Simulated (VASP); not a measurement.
## LiGdN2: single point with PBE

The system is LiGdN2.

```
CELL_PARAMETERS angstrom
0.00000 4.56338 0.00000
4.56338 0.00000 0.00000
2.28169 2.28169 -5.73896
ATOMIC_POSITIONS crystal
Li 0.62500 0.37500 0.25000
Li 0.37500 0.62500 0.75000
Gd 0.87500 0.12500 0.75000
Gd 0.12500 0.87500 0.25000
N 0.33425 0.08425 0.83150
N 0.08425 0.33425 0.33150
N 0.66575 0.91575 0.16850
N 0.91575 0.66575 0.66850
```

```yaml
Program: VASP 6.6.1
Task: single point
Functional: PBE
Potentials_or_basis: VASP PAW PBE potentials, release 64 (Li_sv, Gd, N)
Cutoff: 520 eV
k_mesh: 5 × 5 × 5
Occupations: fermi-dirac, width 0.1018 eV
Spin: collinear spin, antiferromagnetic start
Starting_moments: "[0.0, 0.0, 7.0, -7.0, 0.0, 0.0, 0.0, 0.0] μB"
Dipole_correction: no
Further_INCAR_settings: ALGO = Normal; EDIFF = 1e-06; NBANDS = 45
```

| Quantity | Value |
| --- | --- |
| Largest force | 0.199 eV/Å |
| Band gap on the k mesh | zero (filled and empty bands overlap) |
| Net moment | 0.00 μB per cell |
| Site moments | Li -0.00, +0.00; Gd +6.65, -6.65; N -0.42, +0.42 (each value once) μB |
| Valence electrons inside the program's atomic spheres | Li 2.06; Gd 15.25; N 3.56 |

Forces in eV/Å, atoms in the order of the input:
```
Li   0.000  0.000  0.000
Li   0.000  0.000  0.000
Gd   0.000  0.000  0.000
Gd   0.000  0.000  0.000
N    0.000  0.000  0.199
N    0.000  0.000  0.199
N    0.000  0.000 -0.199
N    0.000  0.000 -0.199
```

Levels at points of the mesh, in eV from the Fermi level:
Spin up:
| k point | band 28 | band 29 | band 30 | band 31 | band 32 | band 33 | band 34 | band 35 |
| --- | --- | --- | --- | --- | --- | --- | --- | --- |
| (0.00, 0.00, 0.00) | -0.60 | -0.27 | -0.27 | 0.20 | 0.68 | 0.68 | 2.81 | 2.83 |
Spin down:
```
           k point  band 27  band 28  band 29  band 30  band 31  band 32  band 33  band 34  band 35  band 36
(0.00, 0.00, 0.00)    -1.30    -0.60    -0.27    -0.27     0.20     0.68     0.68     2.81     2.83     2.96
```

Wall time 8.9 min on 1 thread of Intel(R) Xeon(R) 6975P-C (Granite Rapids) (shared host), peak memory 0.39 GiB.

Caveat: spin-orbit coupling is left out, which moves the levels of the heavy elements; semilocal functionals describe open f shells poorly, which spoils levels, moments and volumes. The state reached can hang on the start; a lower one may exist.
